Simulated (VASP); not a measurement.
A run of VASP 6.6.1 is set up as follows.

File INCAR:

```
SYSTEM = BaTiO3
  PREC = Accurate
  ENCUT = 600
  EDIFF = 1E-6
  ISMEAR = -1
  SIGMA = 0.05
  LREAL = .False.
  LASPH = .True.
  NELM = 120
  ALGO = Normal
  ISIF = 2
  LWAVE = .False.
  LCHARG = .True.
  GGA = PS
  LELF = .True.
  LVHAR = .True.
  NBANDS = 28
  GGA_COMPAT = .False.
```

The input KPOINTS:

```
regular mesh
0
Gamma
  7 7 7
  0 0 0
```

The input POSCAR:

```
BaTiO3
1.0
    2.8273666084      1.6323808724      2.3183934932
   -2.8273666084      1.6323808724      2.3183934932
    0.0000000000     -3.2647617449      2.3183934932
Ba Ti O
1 1 3
Direct
   -0.0126770000     -0.0079790000      0.0071180000
    0.4831240000      0.4725880000      0.4820330000
    0.5105020000      0.0092900000      0.5165310000
    0.0211820000      0.5202550000      0.5135860000
    0.5107760000      0.5139200000      0.0142200000
```

Potentials or basis: VASP PAW PBE potentials, release 64 (Ba_sv, Ti_sv, O).

Command:

```console
$ cat potpaw_PBE.64/Ba_sv/POTCAR potpaw_PBE.64/Ti_sv/POTCAR potpaw_PBE.64/O/POTCAR > POTCAR
$ mpirun -np 1 vasp_std > vasp.out
```

**Question.** Estimate the band gap on the k mesh.

**Answer.** 2.52 eV, indirect (least direct gap 2.94 eV).

**Question.** Predict the largest force.

**Answer.** 0.549 eV/Å.

**Question.** Estimate the pressure.

**Answer.** 0.7 GPa.

Forces on the atoms (eV/Å):
```
Ba   0.199  0.309  0.005
Ti  -0.306 -0.098  0.445
O   -0.309  0.322  0.079
O    0.186 -0.152 -0.460
O    0.229 -0.381 -0.070
```

Caveat: the cell differs from its parent crystal (atoms moved at random); the PAW data sets were made with another functional, which shifts forces and pressure a little; spin-orbit coupling is left out, which moves the levels of the heavy elements. A k mesh can miss the band edges.
